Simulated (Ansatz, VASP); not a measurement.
# Two plane-wave programs on SrCoSe

```xyz
3
Lattice="4.3328 0.0000 0.0000 0.0000 4.3385 0.0000 0.0000 0.0000 4.4435" Properties=species:S:1:pos:R:3 pbc="T T T"
Sr    0.0000    0.0000    0.0000
Co    2.1664    2.1693    2.2218
Se    2.1664    2.1693    0.0000
```

Change from the starting cell: species swapped into the ErCoC type (Pmmm, No. 47).

Alike in both runs: functional PBE; k mesh 4 × 4 × 4; occupations gaussian, width 0.1 eV; collinear spin.

Ansatz relaxed the structure, and its values are those at the end. VASP's run is a single point on that final structure, the one shown.

```csv
,VASP,Ansatz
version,VASP 6.6.1,Ansatz 0.2.0
potentials or method,"VASP PAW PBE potentials, release 64 (Sr_sv, Co, Se), cutoff 520 eV","scalar-relativistic, plane waves, PAW"
valence electrons in the cell,25,43
```

|  | VASP | Ansatz | Ansatz less VASP |
| --- | --- | --- | --- |
| gap on the k mesh at the Fermi level (eV) | none | none | - |
| pressure (GPa) | 0.4 | 0.2 | -0.22 |
| net moment per atom (μB) | 0.40 | 0.40 | 0.000 |
| size of the moment on the site where the two differ most (μB) | 1.46 | 1.44 | -0.019 |

Site moments also hang on the region over which each program counts them. A gap of «none» marks a metal or a gap that the smearing closes. The functional is the same, so the differences come from potentials, cutoffs and numerics. VASP's potentials hold 25 valence electrons a cell and Ansatz's 43, so a difference there can come from the potentials and not from the codes.

The k mesh is coarse, so the values compare programs but aren't converged.
